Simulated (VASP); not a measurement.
**Co: single point with revPBE**

Co:

```xyz
2
Lattice="2.6090 0.0000 0.0000 -1.3045 2.2594 0.0000 0.0000 0.0000 4.2124" Properties=species:S:1:pos:R:3 pbc="T T T"
Co    0.0000    1.5063    1.0531
Co    1.3045    0.7531    3.1593
```

| Item | Value |
| --- | --- |
| Program | VASP 6.6.1 |
| Task | single point |
| Functional | revPBE |
| Potentials or basis | VASP PAW PBE potentials, release 64 (Co) |
| Cutoff | 520 eV |
| k mesh | 23 × 23 × 13 |
| Occupations | fermi-dirac, width 0.05 eV |
| Spin | collinear spin, ferromagnetic start |
| Starting moments | [1.714, 1.714] μB |
| Dipole correction | no |
| Further INCAR settings | ALGO = Normal; EDIFF = 1e-07; NBANDS = 20 |

```json
{"Pressure": "-17.2 GPa", "Net moment": "3.42 μB per cell", "Site moments": "Co +1.76 μB", "Valence electrons inside the program's atomic spheres": "Co 8.04"}
```

Stress tensor (GPa, compression positive):
```
-17.41   0.00   0.00
  0.00 -17.41   0.00
  0.00   0.00 -16.88
```

Levels at points of the mesh, in eV from the Fermi level:
Spin up:
```csv
k point,band 7,band 8,band 9,band 10,band 11,band 12,band 13,band 14,band 15,band 16
"(0.00, 0.00, 0.00)",-2.25,-1.98,-1.98,-1.09,-1.09,0.04,5.25,20.79,22.16,22.16
```
Spin down:
| k point | band 3 | band 4 | band 5 | band 6 | band 7 | band 8 | band 9 | band 10 | band 11 | band 12 |
| --- | --- | --- | --- | --- | --- | --- | --- | --- | --- | --- |
| (0.00, 0.00, 0.00) | -0.75 | -0.72 | -0.72 | -0.42 | -0.42 | -0.13 | -0.07 | -0.07 | 0.94 | 0.94 |

Wall time 7.7 min on 1 thread of Intel Xeon 8259CL, on a shared host, peak memory 0.36 GiB.

Caveat: the cell stands under tension; the PAW data sets were made with another functional, which shifts forces and pressure a little.
